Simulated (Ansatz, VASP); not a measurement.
SrCl2: VASP beside Ansatz

File INCAR:

```
SYSTEM = SrCl2
PREC = Accurate
ENCUT = 520
EDIFF = 1E-6
ISMEAR = 0
SIGMA = 0.05
LREAL = .False.
LASPH = .True.
NELM = 60
ALGO = Normal
ISIF = 2
LWAVE = .False.
LCHARG = .False.
GGA = CA
NBANDS = 19
```

Contents of KPOINTS:

```
Automatic mesh
0
Gamma
  6 6 6
  0 0 0
```

File POSCAR:

```
SrCl2
1.0
    0.0000000000      3.2066600000      3.6249200000
    3.2066600000      0.0000000000      3.6249200000
    3.2066600000      3.2066600000      0.0000000000
Sr Cl
1 2
Direct
    0.0000000000      0.0000000000      0.0000000000
    0.2500000000      0.2500000000      0.2500000000
    0.7500000000      0.7500000000      0.7500000000
```

Input for Ansatz:

```yaml
crystal:
  lattice:
    - [0.0, 3.20666, 3.62492]
    - [3.20666, 0.0, 3.62492]
    - [3.20666, 3.20666, 0.0]
  atoms:
    - { symbol: Sr, position: [0.0, 0.0, 0.0] }
    - { symbol: Cl, position: [0.25, 0.25, 0.25] }
    - { symbol: Cl, position: [0.75, 0.75, 0.75] }
basis:
  ecutwfc: 420
kpoints:
  mp_grid: { grid: [6, 6, 6] }
hamiltonian:
  xc: lda
scf:
  occupations: { method: gaussian, width: 0.05 }
output:
  forces: true
  stress: true
  eigenvalues: true
```

Change from the starting cell: strain -0.080 along x and y, +0.040 along z, atoms carried along.

Alike in both runs: task single point; functional LDA; k mesh 6 × 6 × 6; occupations gaussian, width 0.05 eV; no spin polarisation.

```csv
,VASP,Ansatz
version,VASP 6.6.1,Ansatz 0.2.0
potentials or method,"VASP PAW LDA potentials, release 64 (Sr_sv, Cl), cutoff 520 eV","scalar-relativistic, plane waves, PAW"
valence electrons in the cell,24,24
```

Ansatz gave:

- gap on the k mesh at the Fermi level (eV): 4.23
- least direct gap on the mesh (eV): 4.53
- pressure (GPa): 2.8
- traceless stress, the component that is largest in VASP (GPa): -4.96

Estimate VASP's values.

gap on the k mesh at the Fermi level (eV): 4.23; least direct gap on the mesh (eV): 4.52; pressure (GPa): 3.0; traceless stress, the component that is largest in VASP (GPa): -4.92.

LDA's correlation is that of Perdew and Zunger in VASP and of Perdew and Wang (1992) in Ansatz.
